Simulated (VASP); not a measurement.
Set up this calculation in VASP 6.6.1, as the native input.

| Quantity | Value |
| --- | --- |
| Task | single point |
| Functional | PBE |
| Potentials or basis | VASP PAW PBE potentials, release 64 (Be, S, O) |
| Cutoff | 600 eV |
| k mesh | 6 × 6 × 4 |
| Occupations | gaussian, width 0.1 eV |
| Spin | collinear spin, ferromagnetic start |
| Starting moments | [0.0, 0.0, 1.0] μB |
| Dipole correction | no |
| Further INCAR settings | ALGO = Normal; EDIFF = 1e-06; NBANDS = 18 |

The structure of BeSO lies in POSCAR:

```
BeSO
1.0
    3.3350024030      0.0000000000      0.0000000000
    0.0000000000      3.3350024030      0.0000000000
    0.0000000000      0.0000000000      3.7774180960
Be S O
1 1 1
Direct
    0.0000000000      0.0000000000      0.5000000000
    0.0000000000      0.0000000000      0.0000000000
    0.5000000000      0.5000000000      0.0000000000
```

These files were run (other wordings do the same):

INCAR

```
ALGO     = Normal         # electronic algorithm
EDIFF    = 1E-6           # SCF threshold, eV
ENCUT    = 600            # plane-wave cutoff, eV
GGA      = PE             # functional
GGA_COMPAT= False        
ISIF     = 2              # what is computed and relaxed
ISMEAR   = 0              # smearing method
ISPIN    = 2              # spin polarisation
LASPH    = True           # aspherical terms in the spheres
LCHARG   = False          # write CHGCAR
LORBIT   = 11             # projections on sites
LREAL    = False          # projectors in reciprocal space
LWAVE    = False          # write WAVECAR
MAGMOM   = 0 0 1          # initial moments
NBANDS   = 18             # bands
NELM     = 200            # most SCF steps
PREC     = Accurate       # precision mode
SIGMA    = 0.1            # smearing width, eV
```

KPOINTS

```
k-points
0
Gamma
  6 6 4
```

Potentials or basis: VASP PAW PBE potentials, release 64 (Be, S, O).

Command:

```bash
$ cat potpaw_PBE.64/Be/POTCAR potpaw_PBE.64/S/POTCAR potpaw_PBE.64/O/POTCAR > POTCAR
$ mpirun -np 1 vasp_std > vasp.out
```

Results of the run:

The pressure is -0.3 GPa. The band gap on the k mesh is zero (filled and empty bands overlap), the net moment is 0.00 μB per cell and the valence electrons inside the program's atomic spheres are Be 0.99; S 3.68; O 4.75.

Caveat: the k points lie up to 0.42 Å⁻¹ apart.

It took 20 s on 1 thread of Intel(R) Xeon(R) 6975P-C (Granite Rapids), on a shared host, peak memory 0.19 GiB.
